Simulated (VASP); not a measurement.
# Zn4HSe4 (a cell with a defect) in VASP: single point with PBEsol

Aim: the single point of Zn4HSe4 (a cell with a defect) with PBEsol.

All numbers are computed with VASP 6.6.1; they aren't measurements. Logs are shortened: lines on timing, memory, paths and dates and some standing lists are left out, and cuts for length are marked.

## 1. The cell of the first run

The cell holds a defect, 9 atoms: a = 5.693 Å, b = 5.693 Å, c = 6.849 Å, α = 114.56°, β = 114.56°, γ = 90.00°.

## 2. Single point, PBEsol

Input file INCAR:

```
SYSTEM = Zn4HSe4
ALGO = Normal ; EDIFF = 1E-7
ENCUT = 520 ; GGA = PS
ISIF = 2 ; ISMEAR = 0
LASPH = .True. ; LCHARG = .False.
LREAL = .False. ; LWAVE = .False.
NBANDS = 46 ; NELECT = 72.0
NELM = 80 ; PREC = Accurate
SIGMA = 0.05
```

Input file KPOINTS:

```
k-points
0
Gamma
  6 6 6
  0 0 0
```

Input file POSCAR:

```
Zn4HSe4
1.0
   -4.0256375597     -4.0256375597      0.0000000000
   -4.0256375597      4.0256375597      0.0000000000
    4.0256375597      0.0000000000     -5.5406228226
Zn Se H
4 4 1
Direct
    0.5000000000      0.5000000000      0.0000000000
    0.0000000000      0.0000000000      0.0000000000
    0.0000000000      0.5000000000      0.0000000000
    0.5000000000      0.0000000000      0.0000000000
    0.1161581573      0.6161581573      0.7323163146
    0.6161581573      0.1161581573      0.7323163146
    0.8838418427      0.8838418427      0.2676836854
    0.3838418427      0.3838418427      0.2676836854
    0.1249704377      0.1249704377     -0.2530638870
```

Potentials or basis: VASP PAW PBE potentials, release 64 (Zn, Se, H).

Launch:

```
$ cat potpaw_PBE.64/Zn/POTCAR potpaw_PBE.64/Se/POTCAR potpaw_PBE.64/H/POTCAR > POTCAR
$ mpirun -np 1 vasp_std > vasp.out
```

OUTCAR:

```text
SYSTEM = Zn4HSe4
   EDIFF = 1E-7
   ENCUT = 520
   GGA = PS
   ISIF = 2
   ISMEAR = 0
   LASPH = .True.
   LREAL = .False.
   NELECT = 72.0
   NELM = 80
   PREC = Accurate

 ion  position               nearest neighbor table
   1  0.500  0.500  0.000-   5 2.50   6 2.50   7 2.50   8 2.50   3 2.85   4 2.85   4 2.85   3 2.85

   2  0.000  0.000  0.000-   5 2.50   6 2.50   7 2.50   8 2.50   3 2.85   4 2.85   3 2.85   4 2.85

   3  0.000  0.500  0.000-   5 2.50   6 2.50   7 2.50   8 2.50   1 2.85   2 2.85   2 2.85   1 2.85

   4  0.500  0.000  0.000-   5 2.50   6 2.50   7 2.50   8 2.50   1 2.85   2 2.85   1 2.85   2 2.85

   5  0.116  0.616  0.732-   1 2.50   2 2.50   3 2.50   4 2.50
   6  0.616  0.116  0.732-   1 2.50   2 2.50   3 2.50   4 2.50
   7  0.884  0.884  0.268-   1 2.50   2 2.50   3 2.50   4 2.50
   8  0.384  0.384  0.268-   1 2.50   2 2.50   3 2.50   4 2.50
   9  0.125  0.125  0.747-

  LATTYP: Found a body centered tetragonal cell.
 ALAT       =     5.6931112341
 C/A-ratio  =     1.9464305526

  Lattice vectors:

 A1 = (   0.0000000000,  -4.0256375597,   5.5406228226)
 A2 = (   0.0000000000,   4.0256375597,   5.5406228226)
 A3 = (  -4.0256375597,   0.0000000000,  -5.5406228226)

Analysis of symmetry for initial positions (statically):
=====================================================================
 Subroutine PRICEL returns:
 Original cell was already a primitive cell.

 Routine SETGRP: Setting up the symmetry group for a
 body centered tetragonal supercell.

 Subroutine GETGRP returns: Found  2 space group operations
 (whereof  2 operations were pure point group operations)
 out of a pool of 16 trial point group operations.

The static configuration has the point symmetry C_1h.

Analysis of symmetry for dynamics (positions and initial velocities):
=====================================================================
 Subroutine PRICEL returns:
 Original cell was already a primitive cell.

 Routine SETGRP: Setting up the symmetry group for a
 body centered tetragonal supercell.

 Subroutine GETGRP returns: Found  2 space group operations
 (whereof  2 operations were pure point group operations)
 out of a pool of 16 trial point group operations.

The dynamic configuration has the point symmetry C_1h.

 Subroutine INISYM returns: Found  2 space group operations
 (whereof  2 operations are pure point group operations),
 and found     1 'primitive' translations

----------------------------------------------------------------------------------------

                                     Primitive cell

  volume of cell :     179.5800

  direct lattice vectors                    reciprocal lattice vectors
    -4.025637560 -4.025637560  0.000000000    -0.124203929 -0.124203929 -0.090242562
    -4.025637560  4.025637560  0.000000000    -0.124203929  0.124203929 -0.090242562
     4.025637560  0.000000000 -5.540622823     0.000000000  0.000000000 -0.180485125

  length of vectors
     5.693111234  5.693111234  6.848668413     0.197476459  0.197476459  0.180485125

  position of ions in fractional coordinates (direct lattice)
     0.500000000  0.500000000  0.000000000
     0.000000000  0.000000000  0.000000000
     0.000000000  0.500000000  0.000000000
     0.500000000  0.000000000  0.000000000
     0.116158157  0.616158157  0.732316315
     0.616158157  0.116158157  0.732316315
     0.883841843  0.883841843  0.267683685
     0.383841843  0.383841843  0.267683685
     0.124970438  0.124970438  0.746936113

  ion indices of the primitive-cell ions
   primitive index   ion index
                 1           1
                 2           2
                 3           3
                 4           4
                 5           5
                 6           6
                 7           7
                 8           8
                 9           9

----------------------------------------------------------------------------------------

 KPOINTS: k-points

Automatic generation of k-mesh.
 Grid dimensions read from file:
 generate k-points for:    6    6    6

 Generating k-lattice:

  Cartesian coordinates                     Fractional coordinates (reciprocal lattice)
    -0.020700655 -0.020700655 -0.015040427     0.166666667  0.000000000  0.000000000
    -0.020700655  0.020700655 -0.015040427     0.000000000  0.166666667  0.000000000
     0.000000000  0.000000000 -0.030080854     0.000000000  0.000000000  0.166666667

  Length of vectors
     0.032912743  0.032912743  0.030080854

  Shift w.r.t. Gamma in fractional coordinates (k-lattice)
     0.000000000  0.000000000  0.000000000

 Subroutine IBZKPT returns following result:
 ===========================================

 Found     68 irreducible k-points:

 Following reciprocal coordinates:
            Coordinates               Weight
  0.000000  0.000000  0.000000      1.000000
  0.166667  0.000000  0.000000      4.000000
  0.000000 -0.166667  0.166667      4.000000
  0.333333  0.000000  0.000000      4.000000
  0.000000 -0.333333  0.333333      4.000000
  0.500000  0.000000  0.000000      2.000000
[... 16 lines left out ...]
 -0.166667  0.166667  0.000000      2.000000
  0.166667  0.166667 -0.166667      2.000000
 [... further k-points ...]
   k-points           NKPTS =     68   k-points in BZ     NKDIM =     68   number of bands    NBANDS=     46
   number of dos      NEDOS =    301   number of ions     NIONS =      9
   total plane-waves  NPLWV =  95256
   dimension x,y,z NGX =    42 NGY =   42 NGZ =   54
   dimension x,y,z NGXF=    84 NGYF=   84 NGZF=  108
   ions per type =               4   4   1
   NGX,Y,Z   is equivalent  to a cutoff of  12.26, 12.26, 13.11 a.u.
   NGXF,Y,Z  is equivalent  to a cutoff of  24.53, 24.53, 26.22 a.u.
 SYSTEM =  Zn4HSe4
   PREC   = accura    normal or accurate (medium, high low for compatibility)
   ISTART =      0    job   : 0-new  1-cont  2-samecut
   ICHARG =      2    charge: 1-file 2-atom 10-const
   ISPIN  =      1    spin polarized calculation?
   LNONCOLLINEAR =      F non collinear calculations
   LSORBIT =      F    spin-orbit coupling
   LASPH  =      T    aspherical Exc in radial PAW
   ENCUT  =  520.0 eV  38.22 Ry    6.18 a.u.  10.59 10.59 12.73*2*pi/ulx,y,z
   NELM   =     80;   NELMIN=  2; NELMDL= -5     # of ELM steps
   EDIFF  = 0.1E-06   stopping-criterion for ELM
   LREAL  =      F    real-space projection
   EDIFFG = 0.1E-05   stopping-criterion for IOM
   NSW    =      0    number of steps for IOM
   IBRION =     -1    ionic relax: 0-MD 1-quasi-New 2-CG
   NFREE  =      0    steps in history (QN), initial steepest desc. (CG)
   ISIF   =      2    stress and relaxation
   ISYM   =      2    0-nonsym 1-usesym 2-fastsym
   POTIM  = 0.5000    time-step for ionic-motion
   TEBEG  =    0.0;   TEEND  =   0.0 temperature during run
   PSTRESS=    0.0 pullay stress
   NELECT =      72.0000    total number of electrons
   NUPDOWN=      -1.0000    fix difference up-down
   EMIN   =  10.00;   EMAX   =-10.00  energy-range for DOS
   EFERMI =   0.00;   METHOD = LEGACY
   ISMEAR =     0;   SIGMA  =   0.05  broadening in eV -4-tet -1-fermi 0-gaus
   EFERMI_NEDOS =   21; number of points for ismear=-14 and -15
   IALGO  =     38    algorithm
   IMIX   =      4    mixing-type and parameters
     AMIX     =   0.40;   BMIX     =  1.00
     AMIX_MAG =   1.60;   BMIX_MAG =  1.00
  volume/ion in A,a.u.               =      19.95       134.65
  Fermi-wavevector in a.u.,A,eV,Ry     =   1.207164  2.281210 19.827028  1.457245
  Thomas-Fermi vector in A             =   2.342810
   LORBIT       =      0    0 simple, 1 ext, 2 COOP (PROOUT), +10 PAW based schemes
   GGA     = PS    functional components
   LHFCALC =     F    Hartree Fock is set to
   AEXX    =    0.0000 exact exchange contribution
   IVDW    =     0    specifies the selected vdW correction
   LEPSILON=     F    determine dielectric tensor
   LRPA    =     F    only Hartree local field effects (RPA)
 non-spin polarized calculation
 Gauss-broadening in eV      SIGMA  =   0.05
  energy-cutoff  :      520.00
  volume of cell :      179.58
 maximum number of plane-waves:      4858
   NGX = 21   NGY = 21   NGZ = 25

 number of electron      71.9999966 magnetization

 Free energy of the ion-electron system (eV)
  ---------------------------------------------------
  ext. energy  EPLUGINS =         0.00000000
  ---------------------------------------------------
  free energy    TOTEN  =       -28.60185791 eV

  energy without entropy =      -28.59819990  energy(sigma->0) =      -28.60002890

 E-fermi :   1.4050     XC(G=0):  -9.6206

 val. band max:        1.3998886445   @ k =   0.0000  -0.1667   0.1667
 cond. band min:       1.4299844598   @ k =   0.1667   0.1667   0.0000
 fundamental gap:      0.0300958153
 Fermi energy:         1.4049991723

 k-point     1 :       0.0000    0.0000    0.0000
  band No.  band energies     occupation
      1     -11.8795      2.00000
      2     -10.7482      2.00000
      3     -10.7311      2.00000
      4     -10.5545      2.00000
      5      -5.4481      2.00000
      6      -5.4480      2.00000
[... 38 lines left out ...]
     45       7.2627      0.00000
     46       7.5085      0.00000

 k-point     2 :       0.1667    0.0000    0.0000
  band No.  band energies     occupation
      1     -11.7994      2.00000
      2     -10.7944      2.00000
      3     -10.7599      2.00000
      4     -10.5826      2.00000
      5      -5.4821      2.00000
      6      -5.3909      2.00000
[... 38 lines left out ...]
     45       7.4753      0.00000
     46       7.7132      0.00000

 k-point     3 :       0.0000   -0.1667    0.1667
  band No.  band energies     occupation
      1     -11.7994      2.00000
      2     -10.7944      2.00000
      3     -10.7599      2.00000
      4     -10.5826      2.00000
      5      -5.4819      2.00000
      6      -5.3913      2.00000
[... 1018 lines left out ...]
     45       7.4238      0.00000
     46       7.7089      0.00000

 k-point    24 :       0.1667    0.1667   -0.1667
  band No.  band energies     occupation
      1     -11.7492      2.00000
      2     -10.8064      2.00000
      3     -10.7949      2.00000
      4     -10.5897      2.00000
      5      -5.4378      2.00000
      6      -5.3873      2.00000
[... 38 lines left out ...]
     45       7.4239      0.00000
     46       7.7089      0.00000

 [... further k-points ...]
[... 5 lines left out ...]
  --------------------------------------------------------------------------------------
  -------------------------------------------------------------------------------------
  Total       -7.3750435     -7.3765029     -8.5105343      0.0000000      0.0000000     -0.0285149
  in kB      -65.7986891    -65.8117102    -75.9293156      0.0000000      0.0000000     -0.2544045
  external PRESSURE =     -69.1799050 kB  Pullay stress =       0.0000000 kB

 VOLUME and BASIS-vectors are now :
 -----------------------------------------------------------------------------
  energy-cutoff  :      520.00
  volume of cell :      179.58
      direct lattice vectors                 reciprocal lattice vectors
    -4.025637560 -4.025637560  0.000000000    -0.124203929 -0.124203929 -0.090242562
    -4.025637560  4.025637560  0.000000000    -0.124203929  0.124203929 -0.090242562
     4.025637560  0.000000000 -5.540622823     0.000000000  0.000000000 -0.180485125

 POSITION                                       TOTAL-FORCE (eV/Angst)
 -----------------------------------------------------------------------------------
     -4.02564      0.00000      0.00000         0.175642     -0.000000     -0.055484
      0.00000      0.00000      0.00000        -0.169570     -0.000000     -0.057583
     -2.01282      2.01282      0.00000         0.000832     -0.172540     -0.056562
     -2.01282     -2.01282      0.00000         0.000832      0.172540     -0.056562
      0.00000      2.01282     -4.05749         0.003973      0.000281      0.376015
      0.00000     -2.01282     -4.05749         0.003973     -0.000281      0.376015
     -6.03846      0.00000     -1.48313         0.000690     -0.000000     -0.560684
     -2.01282      0.00000     -1.48313         0.002821     -0.000000     -0.327594
      2.00072      0.00000     -4.13849        -0.019193     -0.000000      0.362438
 -----------------------------------------------------------------------------------
    total drift:                               -0.000017     -0.000000      0.000050

  FREE ENERGIE OF THE ION-ELECTRON SYSTEM (eV)
  ---------------------------------------------------
  free  energy   TOTEN  =       -28.6018579052 eV

  energy  without entropy=      -28.5981998973  energy(sigma->0) =      -28.60002890
```

It took 7 min on 1 thread of AMD EPYC 9R45 (Zen 5), shared host; peak memory 0.57 GiB.

Results:

- Free energy: -28.6019 eV
- Largest force: 0.561 eV/Å

Forces in eV/Å, atoms in the order of the input:
```
Zn   0.176  0.000 -0.055
Zn  -0.170  0.000 -0.058
Zn   0.001 -0.173 -0.057
Zn   0.001  0.173 -0.057
Se   0.004  0.000  0.376
Se   0.004  0.000  0.376
Se   0.001  0.000 -0.561
Se   0.003  0.000 -0.328
H   -0.019  0.000  0.362
```

Levels at points of the mesh, in eV from the Fermi level:
```tsv
k point	band 32	band 33	band 34	band 35	band 36	band 37	band 38	band 39	band 40	band 41
(0.00, 0.00, 0.00)	-2.28	-2.28	-0.53	0.22	0.22	0.27	2.13	2.46	4.16	5.20
(0.50, 0.00, 0.00)	-1.35	-1.34	-1.24	-0.83	-0.63	0.53	4.37	4.40	4.42	4.54
(0.00, 0.50, 0.50)	-1.35	-1.34	-1.24	-0.83	-0.63	0.54	4.37	4.40	4.42	4.54
(0.50, 0.50, 0.00)	-0.73	-0.70	-0.64	-0.54	-0.46	0.71	2.59	2.80	3.70	4.05
(0.50, 0.50, 0.50)	-0.73	-0.70	-0.64	-0.54	-0.46	0.71	2.59	2.80	3.70	4.05
(0.00, 0.00, 0.50)	-1.85	-1.85	-1.68	-0.56	-0.37	-0.37	2.36	3.33	3.50	3.50
```

Caveat: the cell carries a net charge on a neutralising background, which shifts energy and pressure; the cell is charged against a uniform background, so pressure and absolute levels hang on convention; the PAW data sets were made with another functional, which shifts forces and pressure a little.
